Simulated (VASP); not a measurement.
Wanted: the native input for a VASP 6.6.1 run.

```
Task                   : single point
Functional             : PBEsol
Potentials or basis    : VASP PAW PBE potentials, release 64 (Pd)
Cutoff                 : 520 eV
k mesh                 : 15 × 15 × 8
Occupations            : gaussian, width 0.05 eV
Spin                   : collinear spin
Starting moments       : [0.41, 0.41] μB
Dipole correction      : no
Further INCAR settings : ALGO = Normal; EDIFF = 1e-06; NBANDS = 21
```

The structure of Pd lies in POSCAR:

```
Pd
1.0
    2.7836650458      0.0000000000      0.0000000000
   -1.3918325229      2.4107246453      0.0000000000
    0.0000000000      0.0000000000      4.6288930000
Pd
2
Direct
    0.6666666700      0.3333333300      0.7500000000
    0.3333333300      0.6666666700      0.2500000000
```

This isn't the form of Pd at room conditions, which is fcc.

These files were run (other wordings do the same):

INCAR

```
SYSTEM = Pd
  PREC = Accurate
  ENCUT = 520
  EDIFF = 1E-6
  ISMEAR = 0
  SIGMA = 0.05
  LREAL = .False.
  LASPH = .True.
  NELM = 150
  ALGO = Normal
  ISIF = 2
  LWAVE = .False.
  LCHARG = .True.
  ISPIN = 2
  MAGMOM = 0.41 0.41
  LORBIT = 11
  LMAXMIX = 4
  GGA = PS
  LELF = .True.
  LVHAR = .True.
  NBANDS = 21
```

KPOINTS

```
regular mesh
0
Gamma
  15 15 8
  0 0 0
```

Potentials or basis: VASP PAW PBE potentials, release 64 (Pd).

Run with:

```bash
$ cat potpaw_PBE.64/Pd/POTCAR > POTCAR
$ mpirun -np 1 vasp_std > vasp.out
```

It gave:

```yaml
Pressure: -10.3 GPa
Net_moment: 0.80 μB per cell
Site_moments: Pd +0.40 μB
Valence_electrons_inside_the_program's_atomic_spheres: Pd 9.32
```

Caveat: the cell stands under tension; the PAW data sets were made with another functional, which shifts forces and pressure a little.

Wall time 68 s on 1 thread of AMD EPYC 9R45 96-Core Processor (Zen 5), with other jobs on the host, peak memory 0.22 GiB.
